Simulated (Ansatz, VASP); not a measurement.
**TaN: VASP beside Ansatz**

INCAR

```
  PREC = Accurate
  ENCUT = 700
  EDIFF = 1E-6
  ISMEAR = -1
  SIGMA = 0.1
  LREAL = F
  LASPH = T
  NELM = 120
  ALGO = Normal
  ISIF = 2
  LWAVE = F
  LCHARG = F
  GGA = PS
  NBANDS = 36
  GGA_COMPAT = F
```

Contents of KPOINTS:

```
regular mesh
0
Gamma
  5 5 8
```

Contents of POSCAR:

```
TaN
1.0
    5.1910000000      0.0000000000      0.0000000000
   -2.5955000000      4.4955378700      0.0000000000
    0.0000000000      0.0000000000      2.9080000000
Ta N
3 3
Direct
    0.0000000000      0.0000000000      0.0000000000
    0.3333333333      0.6666666667      0.5000000000
    0.6666666667      0.3333333333      0.5000000000
    0.5000000000      0.0000000000      0.0000000000
    0.5000000000      0.5000000000      0.0000000000
    0.0000000000      0.5000000000      0.0000000000
```

Input for Ansatz:

```yaml
crystal:
  lattice:
    - [5.191, 0.0, 0.0]
    - [-2.5955, 4.49553787, 0.0]
    - [0.0, 0.0, 2.908]
  atoms:
    - { symbol: Ta, position: [0.0, 0.0, 0.0] }
    - { symbol: Ta, position: [0.3333333333333333, 0.6666666666666666, 0.5] }
    - { symbol: Ta, position: [0.6666666666666666, 0.3333333333333333, 0.5] }
    - { symbol: "N", position: [0.5, 0.0, 0.0] }
    - { symbol: "N", position: [0.5, 0.5, 0.0] }
    - { symbol: "N", position: [0.0, 0.5, 0.0] }
basis:
  ecutwfc: 500.0
kpoints:
  mp_grid:
    grid: [5, 5, 8]
hamiltonian:
  xc: pbesol
scf:
  occupations:
    method: fermi_dirac
output:
  stress: true
```

Alike in both runs: task single point; functional PBEsol; k mesh 5 × 5 × 8; no spin polarisation.

|  | VASP | Ansatz |
| --- | --- | --- |
| version | VASP 6.6.1 | Ansatz 0.2.0 |
| potentials or method | VASP PAW PBE potentials, release 64 (Ta_sv_GW, N), cutoff 700 eV | plane waves, PAW |
| occupations | fermi-dirac, width 0.1 eV | fermi-dirac |
| valence electrons in the cell | 54 | 54 |

|  | VASP | Ansatz | Ansatz less VASP |
| --- | --- | --- | --- |
| pressure (GPa) | 1.0 | 0.9 | -0.09 |
| traceless stress, the component that is largest in VASP (GPa) | -0.34 | -0.46 | -0.121 |

VASP's potentials were made for PBE, not for PBEsol.

Spin-orbit coupling is off throughout.
